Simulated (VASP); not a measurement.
## TiAl: single point with LDA

The system is TiAl.

```
CELL_PARAMETERS angstrom
2.86635 0.00000 0.00000
0.00000 3.46774 0.00000
0.00000 0.00000 3.12409
ATOMIC_POSITIONS crystal
Ti 0.00000 0.00000 0.00000
Al 0.50000 0.50000 0.50000
```

This cell differs from its parent crystal: normal strain along x -0.0825, normal strain along y +0.1100.

* Program: VASP 6.6.1
* Task: single point
* Functional: LDA
* Potentials or basis: VASP PAW LDA potentials, release 64 (Ti_sv, Al)
* Cutoff: 520 eV
* k mesh: 14 × 14 × 14
* Occupations: gaussian, width 0.15 eV
* Spin: no spin polarisation
* Dipole correction: no
* Further INCAR settings: ALGO = Fast; EDIFF = 1e-07; NBANDS = 14

The pressure is -1.6 GPa and the band gap on the k mesh is zero (an odd number of electrons rules out a gap without spin polarisation).

Stress tensor (GPa, compression positive):
```
-2.15  0.00  0.00
 0.00  3.97  0.00
 0.00  0.00 -6.57
```

Levels at points of the mesh, in eV from the Fermi level:
| k point | band 6 | band 7 | band 8 | band 9 | band 10 | band 11 |
| --- | --- | --- | --- | --- | --- | --- |
| (0.00, 0.00, 0.00) | -1.63 | -1.21 | 1.55 | 2.16 | 2.29 | 2.52 |
| (0.50, 0.00, 0.00) | -4.84 | -0.75 | -0.21 | 0.36 | 1.98 | 4.31 |
| (0.00, 0.50, 0.00) | -5.26 | -0.69 | 0.28 | 1.34 | 2.09 | 2.60 |
| (0.50, 0.50, 0.00) | -2.38 | -1.26 | -1.23 | 0.67 | 1.11 | 2.53 |
| (0.00, 0.00, 0.50) | -5.09 | -0.87 | -0.55 | 1.34 | 2.36 | 3.34 |
| (0.50, 0.00, 0.50) | -1.64 | -1.08 | -1.05 | 0.01 | 0.28 | 3.39 |
| (0.00, 0.50, 0.50) | -2.59 | -2.03 | -1.53 | 1.54 | 1.72 | 2.35 |
| (0.50, 0.50, 0.50) | -2.97 | -2.94 | 1.10 | 2.61 | 2.89 | 3.34 |

Wall time 5.4 min on 1 thread of Intel(R) Xeon(R) Platinum 8375C CPU @ 2.90GHz (Ice Lake) (shared host), peak memory 0.32 GiB.

Caveat: the cell differs from its parent crystal (normal strain along x -0.0825, normal strain along y +0.1100); the stress differs along the axes, from -7 to 4 GPa.
